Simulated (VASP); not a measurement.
Set up this calculation in VASP 6.6.1, as the native input.

- Task: single point
- Functional: PBE
- Potentials or basis: VASP PAW PBE potentials, release 64 (Y_sv, Lu, O)
- Cutoff: 520 eV
- k mesh: 4 × 4 × 4
- Occupations: gaussian, width 0.1 eV
- Spin: no spin polarisation
- Dipole correction: no
- Further INCAR settings: ALGO = Normal; EDIFF = 1e-06; NBANDS = 44

The structure of Y3LuO2 lies in POSCAR:

```
Y3LuO2
1.0
    4.5549402962      0.0000000000      0.0000000000
    0.0000000000      4.5549402962      0.0000000000
    0.0000000000      0.0000000000      6.4393142479
Y Lu O
3 1 2
Direct
    0.5000000000      0.0000000000      0.9978850121
    0.0000000000      0.5000000000      0.9978850121
    0.0000000000      0.0000000000      0.4306880106
    0.5000000000      0.5000000000      0.5749111237
    0.5000000000      0.5000000000      0.9081951440
    0.0000000000      0.0000000000      0.0904357274
```

The cell was built from a structure type or drawn by symmetry, and may not be a known phase.

The input as run:

INCAR

```
SYSTEM = Y3LuO2
PREC = Accurate
ENCUT = 520
EDIFF = 1E-6
ISMEAR = 0
SIGMA = 0.1
LREAL = .False.
LASPH = .True.
NELM = 100
ALGO = Normal
ISIF = 2
LWAVE = .False.
LCHARG = .False.
GGA = PE
NBANDS = 44
```

KPOINTS

```
regular mesh
0
Gamma
  4 4 4
  0 0 0
```

Potentials or basis: VASP PAW PBE potentials, release 64 (Y_sv, Lu, O).

The run is started by

```bash
$ cat potpaw_PBE.64/Y_sv/POTCAR potpaw_PBE.64/Lu/POTCAR potpaw_PBE.64/O/POTCAR > POTCAR
$ mpirun -np 1 vasp_std > vasp.out
```

Results of the run:

* Pressure: 0.0 GPa
* Largest force: 0.098 eV/Å
* Band gap on the k mesh: 0.27 eV (least direct gap 0.40 eV)

Caveat: spin-orbit coupling is left out, which moves the levels of the heavy elements.

Wall time 61 s on 1 thread of Intel(R) Xeon(R) 6975P-C (Granite Rapids) (shared host), peak memory 0.3 GiB.
